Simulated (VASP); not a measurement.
Wanted: the native input for a VASP 6.6.1 run.

```
Task                   : single point
Functional             : PBEsol
Potentials or basis    : VASP PAW PBE potentials, release 64 (Mg, S)
Cutoff                 : 600 eV
k mesh                 : 8 × 8 × 8
Occupations            : gaussian, width 0.02 eV
Spin                   : no spin polarisation
Dipole correction      : no
Further INCAR settings : ALGO = Normal; EDIFF = 1e-06; NBANDS = 11
```

The structure of MgS (a) lies in POSCAR:

```
MgS
1.0
    0.0000000000      2.8258920507      2.8258920507
    2.8258920507      0.0000000000      2.8258920507
    2.8258920507      2.8258920507      0.0000000000
Mg S
1 1
Direct
    0.0000000000      0.0000000000      0.0000000000
    0.2500000000      0.2500000000      0.2500000000
```

The input as run:

INCAR

```
PREC = Accurate
ENCUT = 600
EDIFF = 1E-6
ISMEAR = 0
SIGMA = 0.02
LREAL = False
LASPH = True
NELM = 120
ALGO = Normal
ISIF = 2
LWAVE = False
LCHARG = False
GGA = PS
NBANDS = 11
GGA_COMPAT = False
```

KPOINTS

```
regular mesh
0
Gamma
  8 8 8
```

Potentials or basis: VASP PAW PBE potentials, release 64 (Mg, S).

Launch:

```bash
$ cat potpaw_PBE.64/Mg/POTCAR potpaw_PBE.64/S/POTCAR > POTCAR
$ mpirun -np 1 vasp_std > vasp.out
```

It gave:

* Pressure: -0.1 GPa
* Band gap on the k mesh: 3.32 eV, direct

Caveat: the PAW data sets were made with another functional, which shifts forces and pressure a little.

Wall time 13 s on 1 thread of Intel(R) Xeon(R) Platinum 8488C (Sapphire Rapids), with other jobs on the host, peak memory 0.18 GiB.
